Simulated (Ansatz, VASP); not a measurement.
# P in VASP and in Ansatz

```
P
1.0
     4.82690   -4.29037    0.00397
     4.82690    4.29037    0.00397
    -0.01913    0.00000    5.55709
P
8
Direct
  0.84455 0.84455 0.24978
  0.15545 0.15545 0.75022
  0.71471 0.71471 0.57254
  0.28529 0.28529 0.42746
  0.52011 0.77540 0.25076
  0.22460 0.47989 0.74924
  0.47989 0.22460 0.74924
  0.77540 0.52011 0.25076
```

Alike in both runs: task single point; functional r2SCAN; k mesh 4 × 4 × 4; occupations gaussian, width 0.05 eV; no spin polarisation.

|  | VASP | Ansatz |
| --- | --- | --- |
| version | VASP 6.6.1 | Ansatz 0.2.0 |
| potentials or method | VASP PAW PBE potentials, release 64 (P), cutoff 520 eV | scalar-relativistic, plane waves, PAW |
| valence electrons in the cell | 40 | 40 |

Ansatz gave:

| Quantity | Value |
| --- | --- |
| gap on the k mesh at the Fermi level (eV) | 3.34 |
| least direct gap on the mesh (eV) | 3.68 |
| pressure (GPa) | 0.0 |
| rms of the force components (eV/Å) | 0.001 |

Which values does VASP return?

gap on the k mesh at the Fermi level (eV): 3.33; least direct gap on the mesh (eV): 3.68; pressure (GPa): -0.6; rms of the force components (eV/Å): 0.138.

VASP's potentials were made for PBE, not for r2SCAN. Atom by atom the forces differ by 0.138 eV/Å (rms over components). One of these differences is far larger than is usual between the two programs; its cause wasn't traced. With one functional, cell and mesh, what is left measures potentials, basis and numerics.
